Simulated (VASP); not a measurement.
Write the native input for VASP 6.6.1 that does the following.

```
Task                   : single point
Functional             : PBE
Dispersion             : D3(BJ)
Potentials or basis    : VASP PAW PBE potentials, release 64 (Fe_sv)
Cutoff                 : 690 eV
k mesh                 : 8 × 8 × 8
Occupations            : gaussian, width 0.1 eV
Spin                   : collinear spin, ferromagnetic start
Starting moments       : [4.0] μB
Dipole correction      : no
Further INCAR settings : ALGO = Normal; EDIFF = 1e-06; NBANDS = 18
```

The structure of Fe lies in POSCAR:

```
Fe
1.0
   -1.4315177495      1.4315177495      1.4315177495
    1.4315177495     -1.4315177495      1.4315177495
    1.4315177495      1.4315177495     -1.4315177495
Fe
1
Direct
    0.0000000000      0.0000000000      0.0000000000
```

The input as run:

INCAR

```
ALGO = Normal
EDIFF = 1E-6
ENCUT = 690
GGA = PE
GGA_COMPAT = False
ISIF = 2
ISMEAR = 0
ISPIN = 2
IVDW = 12
LASPH = True
LCHARG = False
LMAXMIX = 4
LORBIT = 11
LREAL = False
LWAVE = False
MAGMOM = 4
NBANDS = 18
NELM = 200
PREC = Accurate
SIGMA = 0.1
```

KPOINTS

```
k-points
0
Gamma
  8 8 8
```

Potentials or basis: VASP PAW PBE potentials, release 64 (Fe_sv).

Launch:

```sh
$ cat potpaw_PBE.64/Fe_sv/POTCAR > POTCAR
$ mpirun -np 1 vasp_std > vasp.out
```

Results of the run:

* Pressure: -9.4 GPa
* Net moment: 2.35 μB per cell
* Site moments: Fe +2.36 μB
* Valence electrons inside the program's atomic spheres: Fe 13.73
* Dispersion energy per atom: -0.346 eV

Caveat: the k points lie up to 0.39 Å⁻¹ apart; three body term missing.

Wall time 18 s on 1 thread of Intel(R) Xeon(R) Platinum 8259CL CPU @ 2.50GHz (Skylake/Cascade Lake), on a shared host, peak memory 0.16 GiB.
